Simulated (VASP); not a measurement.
# MoS2 (P6_3/mmc) in VASP: notebook

The runs below take MoS2 through single point, with PBE.

All numbers are computed with VASP 6.6.1; they aren't measurements. Logs are shortened: lines on timing, memory, paths and dates and some standing lists are left out, and cuts for length are marked.

### 1 The cell of the first run

It takes space group P6_3/mmc (No. 194, hexagonal). The conventional cell has a = 3.121 Å, b = 3.121 Å, c = 14.988 Å, α = 90.00°, β = 90.00°, γ = 120.00°. Mo (site symmetry -6m2) has 6 S at 2.40 Å and 6 Mo at 3.12 Å within 3.2 Å. S (site symmetry 3m) has 3 Mo at 2.40 Å and 7 S at 3.12 to 3.17 Å within 3.2 Å.

### 2 Single point, PBE

INCAR reads:

```
ALGO = Normal ; EDIFF = 1E-7
ENCUT = 520 ; GGA = PE
ISIF = 2 ; ISMEAR = 0
LASPH = T ; LCHARG = F
LREAL = F ; LWAVE = F
NBANDS = 35 ; NELM = 80
PREC = Accurate ; SIGMA = 0.02
```

KPOINTS reads:

```
k-points
0
Gamma
  12 12 2
```

POSCAR reads:

```
MoS2
1.0
    3.1213673928      0.0000000000      0.0000000000
   -1.5606836964      2.7031834567      0.0000000000
    0.0000000000      0.0000000000     14.9882957681
Mo S
2 4
Direct
    0.6666666667      0.3333333333      0.2500000000
    0.3333333333      0.6666666667      0.7500000000
    0.6666666667      0.3333333333      0.6442920188
    0.3333333333      0.6666666667      0.3557079812
    0.6666666667      0.3333333333      0.8557079812
    0.3333333333      0.6666666667      0.1442920188
```

Potentials or basis: VASP PAW PBE potentials, release 64 (Mo_sv, S).

Launch:

```sh
cat potpaw_PBE.64/Mo_sv/POTCAR potpaw_PBE.64/S/POTCAR > POTCAR
mpirun -np 1 vasp_std > vasp.out
```

OUTCAR:

```text
EDIFF = 1E-7
   ENCUT = 520
   GGA = PE
   ISIF = 2
   ISMEAR = 0
   LASPH = T
   LREAL = F
   NELM = 80
   PREC = Accurate

 ion  position               nearest neighbor table
   1  0.667  0.333  0.250-   4 2.40   6 2.40   4 2.40   6 2.40   4 2.40   6 2.40
   2  0.333  0.667  0.750-   3 2.40   5 2.40   3 2.40   5 2.40   3 2.40   5 2.40
   3  0.667  0.333  0.644-   2 2.40   2 2.40   2 2.40
   4  0.333  0.667  0.356-   1 2.40   1 2.40   1 2.40
   5  0.667  0.333  0.856-   2 2.40   2 2.40   2 2.40
   6  0.333  0.667  0.144-   1 2.40   1 2.40   1 2.40

  LATTYP: Found a hexagonal cell.
 ALAT       =     3.1213673928
 C/A-ratio  =     4.8018364652

  Lattice vectors:

 A1 = (   3.1213673928,   0.0000000000,   0.0000000000)
 A2 = (  -1.5606836964,   2.7031834567,   0.0000000000)
 A3 = (   0.0000000000,   0.0000000000,  14.9882957681)

Analysis of symmetry for initial positions (statically):
=====================================================================
 Subroutine PRICEL returns:
 Original cell was already a primitive cell.

 Routine SETGRP: Setting up the symmetry group for a
 hexagonal supercell.

 Subroutine GETGRP returns: Found 24 space group operations
 (whereof 12 operations were pure point group operations)
 out of a pool of 24 trial point group operations.

The static configuration has the point symmetry D_3d.
 The point group associated with its full space group is D_6h.

Analysis of symmetry for dynamics (positions and initial velocities):
=====================================================================
 Subroutine PRICEL returns:
 Original cell was already a primitive cell.

 Routine SETGRP: Setting up the symmetry group for a
 hexagonal supercell.

 Subroutine GETGRP returns: Found 24 space group operations
 (whereof 12 operations were pure point group operations)
 out of a pool of 24 trial point group operations.

The dynamic configuration has the point symmetry D_3d.
 The point group associated with its full space group is D_6h.

 Subroutine INISYM returns: Found 24 space group operations
 (whereof 12 operations are pure point group operations),
 and found     1 'primitive' translations

----------------------------------------------------------------------------------------

                                     Primitive cell

  volume of cell :     126.4657

  direct lattice vectors                    reciprocal lattice vectors
     3.121367393  0.000000000  0.000000000     0.320372412  0.184967098  0.000000000
    -1.560683696  2.703183457  0.000000000     0.000000000  0.369934196  0.000000000
     0.000000000  0.000000000 14.988295768     0.000000000  0.000000000  0.066718726

  length of vectors
     3.121367393  3.121367393 14.988295768     0.369934196  0.369934196  0.066718726

  position of ions in fractional coordinates (direct lattice)
     0.666666667  0.333333333  0.250000000
     0.333333333  0.666666667  0.750000000
     0.666666667  0.333333333  0.644292019
     0.333333333  0.666666667  0.355707981
     0.666666667  0.333333333  0.855707981
     0.333333333  0.666666667  0.144292019

  ion indices of the primitive-cell ions
   primitive index   ion index
                 1           1
                 2           2
                 3           3
                 4           4
                 5           5
                 6           6

----------------------------------------------------------------------------------------

 KPOINTS: k-points

Automatic generation of k-mesh.
 Grid dimensions read from file:
 generate k-points for:   12   12    2

 Generating k-lattice:

  Cartesian coordinates                     Fractional coordinates (reciprocal lattice)
     0.026697701  0.015413925  0.000000000     0.083333333 -0.000000000  0.000000000
     0.000000000  0.030827850  0.000000000     0.000000000  0.083333333  0.000000000
     0.000000000  0.000000000  0.033359363     0.000000000  0.000000000  0.500000000

  Length of vectors
     0.030827850  0.030827850  0.033359363

  Shift w.r.t. Gamma in fractional coordinates (k-lattice)
     0.000000000  0.000000000  0.000000000

 Subroutine IBZKPT returns following result:
 ===========================================

 Found     38 irreducible k-points:

 Following reciprocal coordinates:
            Coordinates               Weight
  0.000000  0.000000  0.000000      1.000000
  0.083333  0.000000  0.000000      6.000000
  0.166667  0.000000  0.000000      6.000000
  0.250000 -0.000000  0.000000      6.000000
  0.333333  0.000000  0.000000      6.000000
  0.416667 -0.000000  0.000000      6.000000
[... 16 lines left out ...]
  0.250000 -0.000000  0.500000      6.000000
  0.333333  0.000000  0.500000      6.000000
 [... further k-points ...]
   k-points           NKPTS =     38   k-points in BZ     NKDIM =     38   number of bands    NBANDS=     35
   number of dos      NEDOS =    301   number of ions     NIONS =      6
   total plane-waves  NPLWV =  64512
   dimension x,y,z NGX =    24 NGY =   24 NGZ =  112
   dimension x,y,z NGXF=    48 NGYF=   48 NGZF=  224
   ions per type =               2   4
   NGX,Y,Z   is equivalent  to a cutoff of  12.78, 12.78, 12.42 a.u.
   NGXF,Y,Z  is equivalent  to a cutoff of  25.57, 25.57, 24.85 a.u.
 SYSTEM =  unknown system
   PREC   = accura    normal or accurate (medium, high low for compatibility)
   ISTART =      0    job   : 0-new  1-cont  2-samecut
   ICHARG =      2    charge: 1-file 2-atom 10-const
   ISPIN  =      1    spin polarized calculation?
   LNONCOLLINEAR =      F non collinear calculations
   LSORBIT =      F    spin-orbit coupling
   LASPH  =      T    aspherical Exc in radial PAW
   ENCUT  =  520.0 eV  38.22 Ry    6.18 a.u.   5.80  5.80 27.87*2*pi/ulx,y,z
   NELM   =     80;   NELMIN=  2; NELMDL= -5     # of ELM steps
   EDIFF  = 0.1E-06   stopping-criterion for ELM
   LREAL  =      F    real-space projection
   EDIFFG = 0.1E-05   stopping-criterion for IOM
   NSW    =      0    number of steps for IOM
   IBRION =     -1    ionic relax: 0-MD 1-quasi-New 2-CG
   NFREE  =      0    steps in history (QN), initial steepest desc. (CG)
   ISIF   =      2    stress and relaxation
   ISYM   =      2    0-nonsym 1-usesym 2-fastsym
   POTIM  = 0.5000    time-step for ionic-motion
   TEBEG  =    0.0;   TEEND  =   0.0 temperature during run
   PSTRESS=    0.0 pullay stress
   NELECT =      52.0000    total number of electrons
   NUPDOWN=      -1.0000    fix difference up-down
   EMIN   =  10.00;   EMAX   =-10.00  energy-range for DOS
   EFERMI =   0.00;   METHOD = LEGACY
   ISMEAR =     0;   SIGMA  =   0.02  broadening in eV -4-tet -1-fermi 0-gaus
   EFERMI_NEDOS =   21; number of points for ismear=-14 and -15
   IALGO  =     38    algorithm
   IMIX   =      4    mixing-type and parameters
     AMIX     =   0.40;   BMIX     =  1.00
     AMIX_MAG =   1.60;   BMIX_MAG =  1.00
  volume/ion in A,a.u.               =      21.08       142.24
  Fermi-wavevector in a.u.,A,eV,Ry     =   1.217358  2.300473 20.163304  1.481961
  Thomas-Fermi vector in A             =   2.352681
   LORBIT       =      0    0 simple, 1 ext, 2 COOP (PROOUT), +10 PAW based schemes
   GGA     = PE    functional components
   LHFCALC =     F    Hartree Fock is set to
   AEXX    =    0.0000 exact exchange contribution
   IVDW    =     0    specifies the selected vdW correction
   LEPSILON=     F    determine dielectric tensor
   LRPA    =     F    only Hartree local field effects (RPA)
 non-spin polarized calculation
 Gauss-broadening in eV      SIGMA  =   0.02
  energy-cutoff  :      520.00
  volume of cell :      126.47
 maximum number of plane-waves:      3432
 NGX is ok and might be reduce to    24
   NGX = 11   NGY = 11   NGZ = 55

 number of electron      52.0000004 magnetization

 Free energy of the ion-electron system (eV)
  ---------------------------------------------------
  ext. energy  EPLUGINS =         0.00000000
  ---------------------------------------------------
  free energy    TOTEN  =       -43.64078757 eV

  energy without entropy =      -43.64078757  energy(sigma->0) =      -43.64078757

 E-fermi :   5.2003     XC(G=0):  -9.5545

 val. band max:        4.9105031942   @ k =   0.3333   0.3333   0.0000
 cond. band min:       6.6045208714   @ k =   0.1667   0.1667   0.0000
 fundamental gap:      1.6940176772
 Fermi energy:         5.2003014344

 k-point     1 :       0.0000    0.0000    0.0000
  band No.  band energies     occupation
      1     -55.9274      2.00000
      2     -55.9274      2.00000
      3     -30.1074      2.00000
      4     -30.1074      2.00000
      5     -29.8259      2.00000
      6     -29.8259      2.00000
[... 27 lines left out ...]
     34       7.9951      0.00000
     35      10.9388      0.00000

 k-point     2 :       0.0833    0.0000    0.0000
  band No.  band energies     occupation
      1     -55.9242      2.00000
      2     -55.9242      2.00000
      3     -30.1013      2.00000
      4     -30.1013      2.00000
      5     -29.8568      2.00000
      6     -29.8568      2.00000
[... 27 lines left out ...]
     34       7.9849      0.00000
     35      11.2627      0.00000

 k-point     3 :       0.1667    0.0000    0.0000
  band No.  band energies     occupation
      1     -55.9154      2.00000
      2     -55.9154      2.00000
      3     -30.0847      2.00000
      4     -30.0847      2.00000
      5     -29.9405      2.00000
      6     -29.9405      2.00000
[... 27 lines left out ...]
     34       8.3998      0.00000
     35      11.7075      0.00000

 k-point     4 :       0.2500   -0.0000    0.0000
  band No.  band energies     occupation
      1     -55.9034      2.00000
      2     -55.9034      2.00000
      3     -30.0619      2.00000
      4     -30.0619      2.00000
      5     -30.0531      2.00000
      6     -30.0531      2.00000
[... 27 lines left out ...]
     34       8.8138      0.00000
     35      12.0065      0.00000

 k-point     5 :       0.3333    0.0000    0.0000
  band No.  band energies     occupation
      1     -55.8913      2.00000
      2     -55.8913      2.00000
      3     -30.1639      2.00000
      4     -30.1639      2.00000
      5     -30.0390      2.00000
      6     -30.0390      2.00000
[... 638 lines left out ...]
 k-point    22 :       0.1667    0.0000    0.5000
  band No.  band energies     occupation
      1     -55.9154      2.00000
      2     -55.9154      2.00000
      3     -30.0847      2.00000
      4     -30.0847      2.00000
      5     -29.9405      2.00000
      6     -29.9405      2.00000
[... 27 lines left out ...]
     34       8.3946      0.00000
     35      11.9088      0.00000

 k-point    23 :       0.2500   -0.0000    0.5000
  band No.  band energies     occupation
      1     -55.9034      2.00000
      2     -55.9034      2.00000
      3     -30.0619      2.00000
      4     -30.0619      2.00000
      5     -30.0531      2.00000
      6     -30.0531      2.00000
[... 27 lines left out ...]
     34       8.8044      0.00000
     35      12.1964      0.00000

 k-point    24 :       0.3333    0.0000    0.5000
  band No.  band energies     occupation
      1     -55.8913      2.00000
      2     -55.8913      2.00000
      3     -30.1639      2.00000
      4     -30.1639      2.00000
      5     -30.0390      2.00000
      6     -30.0390      2.00000
[... 27 lines left out ...]
     34       9.0876      0.00000
     35      12.3112      0.00000

 [... further k-points ...]
[... 5 lines left out ...]
  --------------------------------------------------------------------------------------
  -------------------------------------------------------------------------------------
  Total        3.6639592      3.6639592     -0.1232945      0.0000000     -0.0000000      0.0000000
  in kB       46.4182270     46.4182270     -1.5620020      0.0000000     -0.0000000      0.0000000
  external PRESSURE =      30.4248173 kB  Pullay stress =       0.0000000 kB

 VOLUME and BASIS-vectors are now :
 -----------------------------------------------------------------------------
  energy-cutoff  :      520.00
  volume of cell :      126.47
      direct lattice vectors                 reciprocal lattice vectors
     3.121367393  0.000000000  0.000000000     0.320372412  0.184967098  0.000000000
    -1.560683696  2.703183457  0.000000000     0.000000000  0.369934196  0.000000000
     0.000000000  0.000000000 14.988295768     0.000000000  0.000000000  0.066718726

 POSITION                                       TOTAL-FORCE (eV/Angst)
 -----------------------------------------------------------------------------------
      1.56068      0.90106      3.74707        -0.000000     -0.000000     -0.000000
     -0.00000      1.80212     11.24122         0.000000     -0.000000     -0.000000
      1.56068      0.90106      9.65684        -0.000000      0.000000      0.012908
     -0.00000      1.80212      5.33146         0.000000     -0.000000     -0.012908
      1.56068      0.90106     12.82560        -0.000000      0.000000     -0.012908
     -0.00000      1.80212      2.16269         0.000000     -0.000000      0.012908
 -----------------------------------------------------------------------------------
    total drift:                               -0.000000      0.000000     -0.000000

  FREE ENERGIE OF THE ION-ELECTRON SYSTEM (eV)
  ---------------------------------------------------
  free  energy   TOTEN  =       -43.6407875724 eV

  energy  without entropy=      -43.6407875724  energy(sigma->0) =      -43.64078757
```

It took 5.7 min on 1 thread of Intel Xeon 8259CL, shared host; peak memory 0.31 GiB.

What came out:

```yaml
Free_energy: -43.6408 eV
Pressure: 3.0 GPa
Largest_force: 0.013 eV/Å
Band_gap_on_the_k_mesh: 1.69 eV (least direct gap 1.91 eV)
```

Forces in eV/Å, atoms in the order of the input:
```
Mo   0.000  0.000  0.000
Mo   0.000  0.000  0.000
S    0.000  0.000  0.013
S    0.000  0.000 -0.013
S    0.000  0.000 -0.013
S    0.000  0.000  0.013
```

Caveat: the cell stands under pressure; this functional lacks dispersion, which binds layers or chains, so the pressure and a relaxed spacing across them are unreliable.

### 3 Single point, PBE

This run uses another cell than the first one, of 21.68 Å³/atom.

INCAR reads:

```
ALGO     = Normal         # electronic algorithm
EDIFF    = 1E-6           # SCF threshold, eV
ENCUT    = 520            # plane-wave cutoff, eV
GGA      = PE             # functional
ISIF     = 2              # what is computed and relaxed
ISMEAR   = 0              # smearing method
LASPH    = True           # aspherical terms in the spheres
LCHARG   = True           # write CHGCAR
LELF     = True           # ELF
LREAL    = False          # projectors in reciprocal space
LVHAR    = True         
LWAVE    = False          # write WAVECAR
NBANDS   = 35             # bands
NELM     = 80             # most SCF steps
PREC     = Accurate       # precision mode
SIGMA    = 0.02           # smearing width, eV
```

KPOINTS is that of step 2.

POSCAR reads:

```
MoS2
1.0
    3.1850687682      0.0000000000      0.0000000000
   -1.5925343841      2.7583504660      0.0000000000
    0.0000000000      0.0000000000     14.8080046477
Mo S
2 4
Direct
    0.6666666667      0.3333333333      0.2500000000
    0.3333333333      0.6666666667      0.7500000000
    0.6666666667      0.3333333333      0.6444804231
    0.3333333333      0.6666666667      0.3555195769
    0.6666666667      0.3333333333      0.8555195769
    0.3333333333      0.6666666667      0.1444804231
```

Potentials or basis: VASP PAW PBE potentials, release 64 (Mo_sv, S).

Launch:

```sh
cat potpaw_PBE.64/Mo_sv/POTCAR potpaw_PBE.64/S/POTCAR > POTCAR
mpirun -np 1 vasp_std > vasp.out
```

Run time: 4.9 min. Hardware: 1 thread of Intel Xeon 8259CL, shared host; peak memory 0.32 GiB.

The run converged. Its results:

- Free energy: -43.7155 eV
- Pressure: -0.1 GPa
- Largest force: 0.010 eV/Å
- Band gap on the k mesh: 1.46 eV (least direct gap 1.67 eV)

Forces in eV/Å, atoms in the order of the input:
```
Mo   0.000  0.000  0.000
Mo   0.000  0.000  0.000
S    0.000  0.000  0.010
S    0.000  0.000 -0.010
S    0.000  0.000 -0.010
S    0.000  0.000  0.010
```

Levels at points of the mesh, in eV from the valence-band top:
```tsv
k point	band 23	band 24	band 25	band 26	band 27	band 28	band 29	band 30
(0.00, 0.00, 0.00)	-1.70	-1.67	-0.39	0.00	2.55	2.55	2.55	2.55
(0.50, 0.00, 0.00)	-1.19	-1.18	-0.84	-0.83	2.03	2.04	2.52	2.57
(0.00, 0.00, 0.50)	-1.70	-1.70	-0.16	-0.16	2.55	2.55	2.55	2.55
(0.50, 0.00, 0.50)	-1.18	-1.18	-0.83	-0.83	2.03	2.03	2.54	2.54
```

Caveat: this functional lacks dispersion, which binds layers or chains, so the pressure and a relaxed spacing across them are unreliable. A k mesh can miss the band edges.
